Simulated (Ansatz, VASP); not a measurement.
# One calculation of ZnS, two programs

INCAR

```
PREC = Accurate ; ENCUT = 520
EDIFF = 1E-8 ; ISMEAR = -1
SIGMA = 0.03 ; LREAL = False
LASPH = True ; NELM = 80
ALGO = Normal ; ISIF = 2
LWAVE = False ; LCHARG = False
GGA = PE ; LEFG = True
NBANDS = 26
```

File KPOINTS:

```
Automatic mesh
0
Gamma
  8 8 5
```

Contents of POSCAR:

```
ZnS
1.0
    3.8362379197      0.0000000000      0.0000000000
   -1.9181189598      3.3222794933      0.0000000000
    0.0000000000      0.0000000000      6.2752859714
Zn S
2 2
Direct
    0.3333333333      0.6666666667      0.0000000000
    0.6666666667      0.3333333333      0.5000000000
    0.3333333333      0.6666666667      0.3850000000
    0.6666666667      0.3333333333      0.8850000000
```

Input for Ansatz:

```yaml
crystal:
  lattice:
    - [3.8362379197, 0.0, 0.0]
    - [-1.9181189598, 3.3222794933, 0.0]
    - [0.0, 0.0, 6.2752859714]
  atoms:
    - { symbol: Zn, position: [0.3333333333, 0.6666666667, 0.0] }
    - { symbol: Zn, position: [0.6666666667, 0.3333333333, 0.5] }
    - { symbol: S, position: [0.3333333333, 0.6666666667, 0.385] }
    - { symbol: S, position: [0.6666666667, 0.3333333333, 0.885] }
kpoints:
  mp_grid: { grid: [8, 8, 5] }
scf:
  occupations: { method: fermi_dirac, width: 0.03 }
hamiltonian:
  xc: pbe
  pseudopotentials: { kind: paw }
output:
  forces: true
  stress: true
  eigenvalues: true
  efg: { contact_densities: true }
  write_density: true
  write_potential: true
  elf: true
  volumetric_format: npy
```

Change from the starting cell: volume scaled by 1.02, PAW files.

Alike in both runs: task electric field gradients; functional PBE; k mesh 8 × 8 × 5; occupations fermi-dirac, width 0.03 eV; no spin polarisation.

```csv
,VASP,Ansatz
version,VASP 6.6.1,Ansatz 0.2.0
potentials or method,"VASP PAW PBE potentials, release 64 (Zn, S)","PAW with Ansatz's default frozen-core files, scalar-relativistic"
plane-wave cutoff (eV),520,420
valence electrons in the cell,36,36
```

Ansatz gave:

```
gap on the k mesh at the Fermi level (eV)                     : 2.15
pressure (GPa)                                                : 0.8
traceless stress, the component that is largest in VASP (GPa) : -1.16
rms of the force components (eV/Å)                            : 0.171
size of Vzz on the site where it differs most (V/Å²)          : 17.8
```

**Question.** What did VASP give for the same quantities?

**Answer.** gap on the k mesh at the Fermi level (eV): 2.16; pressure (GPa): 1.0; traceless stress, the component that is largest in VASP (GPa): -1.18; rms of the force components (eV/Å): 0.173; size of Vzz on the site where it differs most (V/Å²): 18.8.

Atom by atom the forces differ by 0.002 eV/Å (rms over components).
